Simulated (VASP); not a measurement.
# Sc in VASP: notebook, part 3 of 3

VASP 6.6.1.

### 5 Electric field gradients, PBE (volume scaled by 0.95)

File INCAR:

```
SYSTEM = Sc
PREC     = Accurate       ! precision mode
ENCUT    = 520            ! plane-wave cutoff, eV
EDIFF    = 1E-8           ! SCF threshold, eV
ISMEAR   = -1             ! smearing method
SIGMA    = 0.03           ! smearing width, eV
LREAL    = .FALSE.        ! projectors in reciprocal space
LASPH    = .TRUE.         ! aspherical terms in the spheres
NELM     = 100            ! most SCF steps
ALGO     = Normal         ! electronic algorithm
ISIF     = 2              ! what is computed and relaxed
LWAVE    = .FALSE.        ! write WAVECAR
LCHARG   = .FALSE.        ! write CHGCAR
GGA      = PE             ! functional
LEFG     = .TRUE.       
NBANDS   = 12             ! bands
```

File KPOINTS:

```
Automatic mesh
0
G
  12 12 12
  0 0 0
```

File POSCAR:

```
Sc
1.0
    0.0000000000      2.2320095133      2.2320095133
    2.2320095133      0.0000000000      2.2320095133
    2.2320095133      2.2320095133      0.0000000000
Sc
1
Direct
    0.0000000000      0.0000000000      0.0000000000
```

Potentials or basis: VASP PAW PBE potentials, release 64 (Sc_sv).

Run with:

```console
$ cat potpaw_PBE.64/Sc_sv/POTCAR > POTCAR
$ mpirun -np 1 vasp_std > vasp.out
```

OUTCAR:

```text
SYSTEM = Sc
   PREC = Accurate
   ENCUT = 520
   EDIFF = 1E-8
   ISMEAR = -1
   LREAL = .FALSE.
   LASPH = .TRUE.
   NELM = 100
   ISIF = 2
   GGA = PE

 ion  position               nearest neighbor table
   1  0.000  0.000  0.000-

  LATTYP: Found a face centered cubic cell.
 ALAT       =     4.4640190266

  Lattice vectors:

 A1 = (   0.0000000000,   2.2320095133,   2.2320095133)
 A2 = (   2.2320095133,   0.0000000000,   2.2320095133)
 A3 = (   2.2320095133,   2.2320095133,   0.0000000000)

Analysis of symmetry for initial positions (statically):
=====================================================================
 Subroutine PRICEL returns:
 Original cell was already a primitive cell.

 Routine SETGRP: Setting up the symmetry group for a
 face centered cubic supercell.

 Subroutine GETGRP returns: Found 48 space group operations
 (whereof 48 operations were pure point group operations)
 out of a pool of 48 trial point group operations.

The static configuration has the point symmetry O_h .

Analysis of symmetry for dynamics (positions and initial velocities):
=====================================================================
 Subroutine PRICEL returns:
 Original cell was already a primitive cell.

 Routine SETGRP: Setting up the symmetry group for a
 face centered cubic supercell.

 Subroutine GETGRP returns: Found 48 space group operations
 (whereof 48 operations were pure point group operations)
 out of a pool of 48 trial point group operations.

The dynamic configuration has the point symmetry O_h .

 Subroutine INISYM returns: Found 48 space group operations
 (whereof 48 operations are pure point group operations),
[... 151 lines left out ...]
      2     -23.1433      2.00000
      3     -23.1433      2.00000
      4     -23.1433      2.00000
      5      -1.0031      2.00000
      6       6.0904      0.00000
      7       6.0904      0.00000
      8       6.0904      0.00000
      9       7.6688      0.00000
     10       7.6688      0.00000
     11      17.4466      0.00000
     12      21.2659      0.00000
[... 331 lines left out ...]
 k-point    24 :      -0.4167    0.1667    0.0000
  band No.  band energies     occupation
      1     -44.6955      2.00000
      2     -23.6482      2.00000
      3     -23.3161      2.00000
      4     -23.2348      2.00000
      5       3.0441      2.00000
      6       4.3497      1.42567
      7       5.5006      0.00000
      8       6.4178      0.00000
      9       8.4698      0.00000
     10       9.5291      0.00000
     11      11.9981      0.00000
     12      16.5132      0.00000

 [... further k-points ...]
[... 5 lines left out ...]
  --------------------------------------------------------------------------------------
  -------------------------------------------------------------------------------------
  Total        0.8763668      0.8763668      0.8763668      0.0000000      0.0000000     -0.0000000
  in kB       63.1361886     63.1361886     63.1361886      0.0000000      0.0000000     -0.0000000
  external PRESSURE =      63.1361886 kB  Pullay stress =       0.0000000 kB

 VOLUME and BASIS-vectors are now :
 -----------------------------------------------------------------------------
  energy-cutoff  :      520.00
  volume of cell :       22.24
      direct lattice vectors                 reciprocal lattice vectors
     0.000000000  2.232009513  2.232009513    -0.224013382  0.224013382  0.224013382
     2.232009513  0.000000000  2.232009513     0.224013382 -0.224013382  0.224013382
     2.232009513  2.232009513  0.000000000     0.224013382  0.224013382 -0.224013382

 POSITION                                       TOTAL-FORCE (eV/Angst)
 -----------------------------------------------------------------------------------
      0.00000      0.00000      0.00000         0.000000      0.000000      0.000000
 -----------------------------------------------------------------------------------
    total drift:                               -0.000000      0.000000      0.000000

  FREE ENERGIE OF THE ION-ELECTRON SYSTEM (eV)
  ---------------------------------------------------
  free  energy   TOTEN  =        -6.1587797976 eV

  energy  without entropy=       -6.1537381421  energy(sigma->0) =       -6.15625897

 Electric field gradients (V/A^2)
---------------------------------------------------------------------
 ion       V_xx      V_yy      V_zz      V_xy      V_xz      V_yz
---------------------------------------------------------------------
   1      -0.000     0.000     0.000     0.001     0.001     0.001
---------------------------------------------------------------------

 Electric field gradients after diagonalization (V/A^2)
 (convention: |V_zz| > |V_xx| > |V_yy|)
----------------------------------------------------------------------
 ion       V_xx      V_yy      V_zz     asymmetry (V_yy - V_xx)/ V_zz
----------------------------------------------------------------------
   1      -0.001    -0.001     0.001       0.000
----------------------------------------------------------------------

           NMR quadrupolar parameters

 Cq : quadrupolar parameter    Cq=e*Q*V_zz/h
 eta: asymmetry parameters     (V_yy - V_xx)/ V_zz
 Q  : nuclear electric quadrupole moment in mb (millibarn)
----------------------------------------------------------------------
 ion       Cq(MHz)       eta       Q (mb)
----------------------------------------------------------------------
   1       0.000       0.000       1.000
----------------------------------------------------------------------
```

Wall time 49 s (1 thread of Intel Xeon 8259CL, shared host); peak memory 0.15 GiB.

What came out:

```yaml
Free_energy: -6.1588 eV
Pressure: 6.3 GPa
```

Caveat: without QUAD_EFG the Cq values of the log hold for a quadrupole moment of 1 mb, not for the nuclei.

### 6 Electric field gradients, PBE (volume scaled by 0.975)

File INCAR:

```
PREC = Accurate
ENCUT = 520
EDIFF = 1E-8
ISMEAR = -1
SIGMA = 0.03
LREAL = F
LASPH = T
NELM = 100
ALGO = Normal
ISIF = 2
LWAVE = F
LCHARG = F
GGA = PE
LEFG = T
NBANDS = 12
```

File KPOINTS:

```
regular mesh
0
Gamma
  12 12 12
```

File POSCAR:

```
Sc
1.0
    0.0000000000      2.2514192660      2.2514192660
    2.2514192660      0.0000000000      2.2514192660
    2.2514192660      2.2514192660      0.0000000000
Sc
1
Direct
    0.0000000000      0.0000000000      0.0000000000
```

Potentials or basis: VASP PAW PBE potentials, release 64 (Sc_sv).

Run with:

```console
$ cat potpaw_PBE.64/Sc_sv/POTCAR > POTCAR
$ mpirun -np 1 vasp_std > vasp.out
```

OUTCAR:

```text
PREC = Accurate
   ENCUT = 520
   EDIFF = 1E-8
   ISMEAR = -1
   LREAL = F
   LASPH = T
   NELM = 100
   ISIF = 2
   GGA = PE

 ion  position               nearest neighbor table
   1  0.000  0.000  0.000-

  LATTYP: Found a face centered cubic cell.
 ALAT       =     4.5028385320

  Lattice vectors:

 A1 = (   0.0000000000,   2.2514192660,   2.2514192660)
 A2 = (   2.2514192660,   0.0000000000,   2.2514192660)
 A3 = (   2.2514192660,   2.2514192660,   0.0000000000)

Analysis of symmetry for initial positions (statically):
=====================================================================
 Subroutine PRICEL returns:
 Original cell was already a primitive cell.

 Routine SETGRP: Setting up the symmetry group for a
 face centered cubic supercell.

 Subroutine GETGRP returns: Found 48 space group operations
[... 539 lines left out ...]
  external PRESSURE =      45.7285199 kB  Pullay stress =       0.0000000 kB

 VOLUME and BASIS-vectors are now :
 -----------------------------------------------------------------------------
  energy-cutoff  :      520.00
  volume of cell :       22.82
      direct lattice vectors                 reciprocal lattice vectors
     0.000000000  2.251419266  2.251419266    -0.222082136  0.222082136  0.222082136
     2.251419266  0.000000000  2.251419266     0.222082136 -0.222082136  0.222082136
     2.251419266  2.251419266  0.000000000     0.222082136  0.222082136 -0.222082136

 POSITION                                       TOTAL-FORCE (eV/Angst)
 -----------------------------------------------------------------------------------
      0.00000      0.00000      0.00000        -0.000000      0.000000      0.000000
 -----------------------------------------------------------------------------------
    total drift:                                0.000000      0.000000     -0.000000

  FREE ENERGIE OF THE ION-ELECTRON SYSTEM (eV)
  ---------------------------------------------------
  free  energy   TOTEN  =        -6.1788883464 eV

  energy  without entropy=       -6.1738888073  energy(sigma->0) =       -6.17638858

 Electric field gradients (V/A^2)
---------------------------------------------------------------------
 ion       V_xx      V_yy      V_zz      V_xy      V_xz      V_yz
---------------------------------------------------------------------
   1       0.000    -0.000     0.000     0.000     0.000     0.000
---------------------------------------------------------------------

 Electric field gradients after diagonalization (V/A^2)
 (convention: |V_zz| > |V_xx| > |V_yy|)
----------------------------------------------------------------------
 ion       V_xx      V_yy      V_zz     asymmetry (V_yy - V_xx)/ V_zz
----------------------------------------------------------------------
   1      -0.000    -0.000     0.001       0.000
----------------------------------------------------------------------

           NMR quadrupolar parameters

 Cq : quadrupolar parameter    Cq=e*Q*V_zz/h
 eta: asymmetry parameters     (V_yy - V_xx)/ V_zz
 Q  : nuclear electric quadrupole moment in mb (millibarn)
----------------------------------------------------------------------
 ion       Cq(MHz)       eta       Q (mb)
----------------------------------------------------------------------
   1       0.000       0.000       1.000
----------------------------------------------------------------------
```

It took 50 s on 1 thread of Intel Xeon 8259CL, shared host; peak memory 0.15 GiB.

What came out:

```yaml
Free_energy: -6.1789 eV
Pressure: 4.6 GPa
```

Levels at points of the mesh, in eV from the Fermi level:
| k point | band 2 | band 3 | band 4 | band 5 | band 6 | band 7 | band 8 | band 9 |
| --- | --- | --- | --- | --- | --- | --- | --- | --- |
| (0.00, 0.00, 0.00) | -27.61 | -27.61 | -27.61 | -5.33 | 1.68 | 1.68 | 1.68 | 3.20 |
| (0.50, 0.00, 0.00) | -28.12 | -27.67 | -27.67 | -1.86 | 0.38 | 1.55 | 1.55 | 4.19 |
| (0.50, 0.50, 0.00) | -28.08 | -27.79 | -27.79 | -1.69 | -0.74 | 2.20 | 4.19 | 4.45 |

Caveat: without QUAD_EFG the Cq values of the log hold for a quadrupole moment of 1 mb, not for the nuclei.

### 7 Overview

```csv
level,cell,gap on the mesh (eV),pressure (GPa)
PBE,"a = 3.199, b = 3.199, c = 3.235 Å, angles 59.6, 59.6, 60.7°, 1 atom",none,3.0
PBE,"a = 3.203, b = 3.203, c = 3.227 Å, angles 59.8, 59.8, 60.5°, 1 atom",none,3.0
r2SCAN,"a = 3.203, b = 3.203, c = 3.227 Å, angles 59.8, 59.8, 60.5°, 1 atom",none,4.1
PBE,"a = 3.157 Å, angles 60.0°, 1 atom",none,6.3
PBE,"a = 3.184 Å, angles 60.0°, 1 atom",none,4.6
```

Alike in all rows: task electric field gradients; potentials or basis VASP PAW PBE potentials, release 64 (Sc_sv); no spin polarisation; k mesh 12 × 12 × 12; cutoff (eV) 520; smearing fermi-dirac 0.03 eV.

Caveats: the PAW data sets were made with another functional, which shifts forces and pressure a little (some runs).

Absolute energies hang on the potentials; compare differences alone.
